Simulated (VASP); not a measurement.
Crystal: Sr.

```
Sr
1.0
     4.30253    0.00000    0.00000
     2.15127    3.72610    0.00000
     2.15127    1.24203    3.51300
Sr
1
Cartesian
  0.0000 0.0000 0.0000
```

| Quantity | Value |
| --- | --- |
| Program | VASP 6.6.1 |
| Task | relaxation of volume and atoms at fixed shape |
| Functional | PBEsol |
| Potentials or basis | VASP PAW PBE potentials, release 64 (Sr_sv) |
| Cutoff | 600 eV |
| k mesh | 7 × 7 × 7 |
| Occupations | methfessel-paxton, width 0.1 eV |
| Spin | no spin polarisation |

At the start: pressure -0.8 GPa; volume 56.32 Å³/atom.

Q: Where does the relaxation end?

A: Over 4 steps the energy falls by 13.4 meV/atom and the volume is 51.60 Å³/atom (-8.4 %); space group Fm-3m (No. 225, to 0.05 Å).

Step by step:
```csv
step,energy change (eV),largest force (eV/Å),pressure (GPa),volume (Å³)
1,0.0000,0.0000,-0.85,56.32
2,-0.0098,0.0000,-0.46,53.93
3,-0.0134,0.0000,-0.03,51.75
4,-0.0134,0.0000,0.00,51.60
```

Final structure:
```xyz
1
Lattice="4.1788 0.0000 0.0000 2.0894 3.6189 0.0000 2.0894 1.2063 3.4120" Properties=species:S:1:pos:R:3 pbc="T T T"
Sr    2.0894    3.6189    0.0000
```

Caveat: the PAW data sets were made with another functional, which shifts forces and pressure a little.
